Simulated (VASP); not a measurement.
# CsPb2Br5 (I4/mcm) in VASP: electric field gradients with PBE

Aim: the electric field gradients of CsPb2Br5 with PBE.

All numbers are computed with VASP 6.6.1; they aren't measurements. Logs are shortened: lines on timing, memory, paths and dates and some standing lists are left out, and cuts for length are marked.

## Step 1: The cell of the first run

It takes space group I4/mcm (No. 140, tetragonal). Conventional cell: a = 8.537 Å, b = 8.537 Å, c = 15.586 Å, α = 90.00°, β = 90.00°, γ = 90.00°. Cs (site symmetry 422) has 10 Br at 3.76 to 3.90 Å and 8 Pb at 5.03 Å within 5.1 Å. Within 3.8 Å of Pb (site symmetry m2m) lie 8 Br at 2.92 to 3.38 Å. Within 4.2 Å of Br (site symmetry 4/m) lie 4 Pb at 3.18 Å and 8 Br at 3.79 Å and 2 Cs at 3.90 Å. Br (site symmetry m) has 3 Pb at 2.92 to 3.38 Å and 4 Br at 3.71 to 3.94 Å and 2 Cs at 3.76 Å within 4.0 Å.

## Step 2: Electric field gradients, PBE

File INCAR:

```
SYSTEM = CsPb2Br5
ALGO     = Normal         ! electronic algorithm
EDIFF    = 1E-8           ! SCF threshold, eV
ENCUT    = 520            ! plane-wave cutoff, eV
GGA      = PE             ! functional
ISIF     = 2              ! what is computed and relaxed
ISMEAR   = -1             ! smearing method
KPAR     = 4            
LASPH    = .TRUE.         ! aspherical terms in the spheres
LCHARG   = .FALSE.        ! write CHGCAR
LEFG     = .TRUE.       
LREAL    = Auto         
LWAVE    = .FALSE.        ! write WAVECAR
NBANDS   = 86             ! bands
NELECT   = 143.0        
NELM     = 80             ! most SCF steps
PREC     = Accurate       ! precision mode
SIGMA    = 0.02           ! smearing width, eV
```

File KPOINTS:

```
k-points
0
G
  5 5 5
  0 0 0
```

File POSCAR:

```
CsPb2Br5
1.0
   -4.2686127600      4.2686127600      7.7929529800
    4.2686127600     -4.2686127600      7.7929529800
    4.2686127600      4.2686127600     -7.7929529800
Cs Pb Br
2 4 10
Direct
    0.7500000000      0.7500000000      0.0000000000
    0.2500000000      0.2500000000      0.0000000000
    0.6674201900      0.8325798100      0.5000000000
    0.3325798100      0.1674201900      0.5000000000
    0.8325798100      0.3325798100      0.1651596200
    0.1674201900      0.6674201900      0.8348403800
    0.5000000000      0.5000000000      0.0000000000
    0.0000000000      0.0000000000      0.0000000000
    0.7198828200      0.5273875800      0.5000000000
    0.2801171800      0.4726124200      0.5000000000
    0.0273875800      0.2198828200      0.5000000000
    0.9726124200      0.7801171800      0.5000000000
    0.5273875800      0.0273875800      0.8075047600
    0.4726124200      0.9726124200      0.1924952400
    0.2198828200      0.7198828200      0.1924952400
    0.7801171800      0.2801171800      0.8075047600
```

Potentials or basis: VASP PAW PBE potentials, release 64 (Cs_sv, Pb_d, Br).

The run is started by

```console
cat potpaw_PBE.64/Cs_sv/POTCAR potpaw_PBE.64/Pb_d/POTCAR potpaw_PBE.64/Br/POTCAR > POTCAR
mpirun -np 4 vasp_std > vasp.out
```

OUTCAR:

```text
SYSTEM = CsPb2Br5
   EDIFF = 1E-8
   ENCUT = 520
   GGA = PE
   ISIF = 2
   ISMEAR = -1
   LASPH = .TRUE.
   LREAL = Auto
   NELECT = 143.0
   NELM = 80
   PREC = Accurate

 ion  position               nearest neighbor table
   1  0.750  0.750  0.000-
   2  0.250  0.250  0.000-
   3  0.667  0.833  0.500-   9 2.92  12 2.92   8 3.18   7 3.18  16 3.38  15 3.38  14 3.38  13 3.38
                             4 4.04
   4  0.333  0.167  0.500-  10 2.92  11 2.92   7 3.18   8 3.18  16 3.38  15 3.38  14 3.38  13 3.38
                             3 4.04
   5  0.833  0.333  0.165-  13 2.92  16 2.92   7 3.18   8 3.18  10 3.38  12 3.38  11 3.38   9 3.38
                             6 4.04
   6  0.167  0.667  0.835-  14 2.92  15 2.92   7 3.18   8 3.18   9 3.38  11 3.38  10 3.38  12 3.38
                             5 4.04
   7  0.500  0.500  0.000-   3 3.18   5 3.18   6 3.18   4 3.18
   8  0.000  0.000  0.000-   4 3.18   5 3.18   6 3.18   3 3.18
   9  0.720  0.527  0.500-   3 2.92   6 3.38   5 3.38
  10  0.280  0.473  0.500-   4 2.92   5 3.38   6 3.38
  11  0.027  0.220  0.500-   4 2.92   6 3.38   5 3.38
  12  0.973  0.780  0.500-   3 2.92   5 3.38   6 3.38
  13  0.527  0.027  0.808-   5 2.92   4 3.38   3 3.38
  14  0.473  0.973  0.192-   6 2.92   4 3.38   3 3.38
  15  0.220  0.720  0.192-   6 2.92   4 3.38   3 3.38
  16  0.780  0.280  0.808-   5 2.92   4 3.38   3 3.38

  LATTYP: Found a body centered tetragonal cell.
 ALAT       =     8.5372255200
 C/A-ratio  =     1.8256406515

  Lattice vectors:

 A1 = (  -4.2686127600,   4.2686127600,   7.7929529800)
 A2 = (   4.2686127600,  -4.2686127600,   7.7929529800)
 A3 = (   4.2686127600,   4.2686127600,  -7.7929529800)

Analysis of symmetry for initial positions (statically):
=====================================================================
 Subroutine PRICEL returns:
 Original cell was already a primitive cell.

 Routine SETGRP: Setting up the symmetry group for a
 body centered tetragonal supercell.

 Subroutine GETGRP returns: Found 16 space group operations
 (whereof  8 operations were pure point group operations)
 out of a pool of 16 trial point group operations.

The static configuration has the point symmetry C_4h.
 The point group associated with its full space group is D_4h.

Analysis of symmetry for dynamics (positions and initial velocities):
[... 1741 lines left out ...]
  --------------------------------------------------------------------------------------
  -------------------------------------------------------------------------------------
  Total       -6.3363444     -6.3363444     -5.3092378      0.0000000      0.0000000      0.0000000
  in kB      -17.8736725    -17.8736725    -14.9763919      0.0000000      0.0000000      0.0000000
  external PRESSURE =     -16.9079123 kB  Pullay stress =       0.0000000 kB

 VOLUME and BASIS-vectors are now :
 -----------------------------------------------------------------------------
  energy-cutoff  :      520.00
  volume of cell :      567.98
      direct lattice vectors                 reciprocal lattice vectors
    -4.268612760  4.268612760  7.792952980     0.000000000  0.117134073  0.064160531
     4.268612760 -4.268612760  7.792952980     0.117134073  0.000000000  0.064160531
     4.268612760  4.268612760 -7.792952980     0.117134073  0.117134073  0.000000000

 POSITION                                       TOTAL-FORCE (eV/Angst)
 -----------------------------------------------------------------------------------
      0.00000      0.00000     11.68943         0.000000     -0.000000      0.000000
      0.00000      0.00000      3.89648         0.000000     -0.000000      0.000000
      2.83931      1.42930      7.79295        -0.012206      0.012206      0.000000
      1.42930      2.83931      0.00000         0.012206     -0.012206     -0.000000
     -1.42930      2.83931      7.79295        -0.012206     -0.012206      0.000000
      5.69792      1.42930      0.00000         0.012206      0.012206     -0.000000
[... 8 lines left out ...]
      2.95599     -1.31262      5.82344         0.086979      0.086979      0.042413
      1.31262      5.58123      1.96951        -0.086979     -0.086979     -0.042413
 -----------------------------------------------------------------------------------
    total drift:                                0.000000      0.000000     -0.000000

  FREE ENERGIE OF THE ION-ELECTRON SYSTEM (eV)
  ---------------------------------------------------
  free  energy   TOTEN  =       -51.7058294265 eV

  energy  without entropy=      -51.6830694958  energy(sigma->0) =      -51.69444946

 Electric field gradients (V/A^2)
---------------------------------------------------------------------
 ion       V_xx      V_yy      V_zz      V_xy      V_xz      V_yz
---------------------------------------------------------------------
   1       3.359     3.359    -6.717     0.000     0.000     0.000
   2       3.359     3.359    -6.717     0.000     0.000     0.000
   3      10.859    10.859   -21.718   119.816    -0.000    -0.000
   4      10.859    10.859   -21.718   119.816    -0.000    -0.000
   5      10.859    10.859   -21.719  -119.816    -0.000    -0.000
   6      10.859    10.859   -21.719  -119.816    -0.000    -0.000
[... 8 lines left out ...]
  15      -5.072    -5.072    10.144   107.086   -42.938   -42.938
  16      -5.072    -5.072    10.144   107.086   -42.938   -42.938
---------------------------------------------------------------------

 Electric field gradients after diagonalization (V/A^2)
 (convention: |V_zz| > |V_xx| > |V_yy|)
----------------------------------------------------------------------
 ion       V_xx      V_yy      V_zz     asymmetry (V_yy - V_xx)/ V_zz
----------------------------------------------------------------------
   1       3.359     3.358    -6.717       0.000
   2       3.359     3.358    -6.717       0.000
   3    -108.957   -21.718   130.675       0.668
   4    -108.957   -21.718   130.675       0.668
   5    -108.957   -21.719   130.675       0.668
   6    -108.957   -21.719   130.675       0.668
[... 8 lines left out ...]
  15    -112.158   -20.061   132.219       0.697
  16    -112.158   -20.061   132.219       0.697
----------------------------------------------------------------------

           NMR quadrupolar parameters

 Cq : quadrupolar parameter    Cq=e*Q*V_zz/h
 eta: asymmetry parameters     (V_yy - V_xx)/ V_zz
 Q  : nuclear electric quadrupole moment in mb (millibarn)
----------------------------------------------------------------------
 ion       Cq(MHz)       eta       Q (mb)
----------------------------------------------------------------------
   1      -0.016       0.000       1.000
   2      -0.016       0.000       1.000
   3       0.316       0.668       1.000
   4       0.316       0.668       1.000
   5       0.316       0.668       1.000
   6       0.316       0.668       1.000
[... 8 lines left out ...]
  15       0.320       0.697       1.000
  16       0.320       0.697       1.000
----------------------------------------------------------------------
```

OSZICAR:

```text
N       E                     dE             d eps       ncg     rms          rms(c)
DAV:   1     0.146059418976E+04    0.14606E+04   -0.60752E+04  3096   0.152E+03
DAV:   2     0.180545261298E+03   -0.12800E+04   -0.12166E+04  3482   0.373E+02
DAV:   3    -0.422486238975E+02   -0.22279E+03   -0.22016E+03  4208   0.179E+02
DAV:   4    -0.533065960739E+02   -0.11058E+02   -0.10951E+02  3624   0.470E+01
DAV:   5    -0.538263580645E+02   -0.51976E+00   -0.51925E+00  3854   0.952E+00    0.727E+00
DAV:   6    -0.518932382158E+02    0.19331E+01   -0.24125E+00  4460   0.147E+01    0.466E+00
DAV:   7    -0.517042934942E+02    0.18894E+00   -0.19895E+00  4086   0.532E+00    0.184E+00
DAV:   8    -0.517071227764E+02   -0.28293E-02   -0.30689E-01  3954   0.280E+00    0.651E-01
DAV:   9    -0.517051134628E+02    0.20093E-02   -0.39008E-02  4078   0.984E-01    0.196E-01
DAV:  10    -0.517053770717E+02   -0.26361E-03   -0.57630E-03  3962   0.346E-01    0.108E-01
DAV:  11    -0.517058232866E+02   -0.44621E-03   -0.12090E-03  4108   0.136E-01    0.522E-02
DAV:  12    -0.517058155574E+02    0.77292E-05   -0.20913E-04  4034   0.700E-02    0.190E-02
DAV:  13    -0.517058279127E+02   -0.12355E-04   -0.55013E-05  3444   0.322E-02    0.696E-03
DAV:  14    -0.517058289098E+02   -0.99710E-06   -0.40174E-06  4490   0.831E-03    0.414E-03
DAV:  15    -0.517058294791E+02   -0.56931E-06   -0.14383E-06  3450   0.433E-03    0.122E-03
DAV:  16    -0.517058293663E+02    0.11283E-06   -0.17450E-07  3770   0.174E-03    0.631E-04
DAV:  17    -0.517058294231E+02   -0.56752E-07   -0.29509E-08  2618   0.814E-04    0.221E-04
DAV:  18    -0.517058294265E+02   -0.34270E-08   -0.87914E-09  2010   0.569E-04
   1 F= -.51705829E+02 E0= -.51694449E+02  d E =-.227599E-01
```

Wall time 9.9 min (4 MPI ranks of Intel Xeon Platinum 8559C (Emerald Rapids), shared host); peak memory 1.4 GiB.

Results:

| Property | Result |
| --- | --- |
| Free energy | -51.7058 eV |
| Largest force | 0.130 eV/Å |
| Largest electric field gradient by atom | Cs -6.7; Pb +130.7; Br -189.4, +132.2 (each value once) V/Å² |

Forces on the atoms (eV/Å):
```
Cs   0.000  0.000  0.000
Cs   0.000  0.000  0.000
Pb  -0.012  0.012  0.000
Pb   0.012 -0.012  0.000
Pb  -0.012 -0.012  0.000
Pb   0.012  0.012  0.000
Br   0.000  0.000  0.000
Br   0.000  0.000  0.000
Br  -0.087  0.087  0.042
Br   0.087 -0.087 -0.042
Br   0.087 -0.087  0.042
Br  -0.087  0.087 -0.042
Br  -0.087 -0.087  0.042
Br   0.087  0.087 -0.042
Br   0.087  0.087  0.042
Br  -0.087 -0.087 -0.042
```

Electric field gradients, principal values (V/Å²):
```tsv
atom	least	middle	greatest (by size)
1 Cs	3.358	3.359	-6.717
2 Cs	3.358	3.359	-6.717
3 Pb	-21.718	-108.957	130.675
4 Pb	-21.718	-108.957	130.675
5 Pb	-21.719	-108.957	130.675
6 Pb	-21.719	-108.957	130.675
7 Br	94.704	94.705	-189.408
8 Br	94.704	94.705	-189.408
9 Br	-20.062	-112.158	132.219
10 Br	-20.062	-112.158	132.219
11 Br	-20.062	-112.158	132.219
12 Br	-20.062	-112.158	132.219
13 Br	-20.062	-112.158	132.220
14 Br	-20.062	-112.158	132.220
15 Br	-20.061	-112.158	132.219
16 Br	-20.061	-112.158	132.219
```

Caveat: the cell carries a net charge on a neutralising background, which shifts energy and pressure; the cell is charged against a uniform background, so pressure and absolute levels hang on convention; without QUAD_EFG the Cq values of the log hold for a quadrupole moment of 1 mb, not for the nuclei; an odd number of electrons without spin polarisation forces a metal; a magnetic or distorted state may lie lower.
